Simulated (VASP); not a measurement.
A run of VASP 6.6.1 is set up as follows.

INCAR

```
PREC = Accurate
ENCUT = 520
EDIFF = 1E-6
ISMEAR = -1
SIGMA = 0.05
LREAL = False
LASPH = True
NELM = 80
ALGO = Normal
ISIF = 2
LWAVE = False
LCHARG = True
LELF = True
LVHAR = True
NBANDS = 18
```

The input KPOINTS:

```
Automatic mesh
0
Gamma
  13 13 7
```

POSCAR

```
Cu
1.0
    2.5730649657      0.0000000000      0.0000000000
   -1.2865324828      2.2283396258      0.0000000000
    0.0000000000      0.0000000000      4.1683652444
Cu
2
Direct
    0.3666666667      0.6833333333      0.2750000000
    0.6333333333      0.3166666667      0.7250000000
```

Potentials or basis: VASP PAW LDA potentials, release 64 (Cu).

The run is started by

```sh
$ cat potpaw_LDA.64/Cu/POTCAR > POTCAR
$ mpirun -np 1 vasp_std > vasp.out
```

Question: Predict the band gap on the k mesh.

Answer: Zero (band 11 reaches 10.18 eV, above the bottom of band 12 at 5.41 eV).

Question: Predict the pressure.

Answer: -8.3 GPa.

Question: Estimate the largest force.

Answer: 1.367 eV/Å.

Forces on the atoms (eV/Å):
```
Cu  -0.162 -0.094 -1.354
Cu   0.162  0.094  1.354
```

Caveat: the cell differs from its parent crystal (shortest bond scaled by 1.1); forces of over 1 eV/Å act on the atoms, so gaps and moduli don't describe the material at rest.
